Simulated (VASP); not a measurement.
Here is a VASP 6.6.1 calculation.

File INCAR:

```
SYSTEM = AgI
PREC = Accurate
ENCUT = 500
EDIFF = 1E-6
ISMEAR = 0
SIGMA = 0.01
LREAL = .FALSE.
LASPH = .TRUE.
NELM = 120
ALGO = Normal
ISIF = 2
LWAVE = .FALSE.
LCHARG = .FALSE.
GGA = PS
NBANDS = 26
GGA_COMPAT = .FALSE.
```

The input KPOINTS:

```
Automatic mesh
0
G
  6 6 4
  0 0 0
```

The input POSCAR:

```
AgI
1.0
    4.4679124321      0.0000000000      0.0000000000
   -2.2339562160      3.8693256680      0.0000000000
    0.0000000000      0.0000000000      7.5433981664
Ag I
2 2
Direct
    0.6666666667      0.3333333333      0.6275530660
    0.3333333333      0.6666666667      0.1275530660
    0.6666666667      0.3333333333      0.0024469340
    0.3333333333      0.6666666667      0.5024469340
```

Potentials or basis: VASP PAW PBE potentials, release 64 (Ag, I).

Launch:

```bash
$ cat potpaw_PBE.64/Ag/POTCAR potpaw_PBE.64/I/POTCAR > POTCAR
$ mpirun -np 1 vasp_std > vasp.out
```

Q: What does it give for the largest force?

A: 0.176 eV/Å.

Q: Predict the pressure.

A: 1.1 GPa.

Q: Predict the band gap on the k mesh.

A: 1.19 eV.

Stress tensor (GPa, compression positive):
```
 1.73  0.00  0.00
 0.00  1.73  0.00
 0.00  0.00 -0.22
```

Caveat: the cell differs from its parent crystal (in-plane strain -0.02); the PAW data sets were made with another functional, which shifts forces and pressure a little; spin-orbit coupling is left out, which moves the levels of the heavy elements.
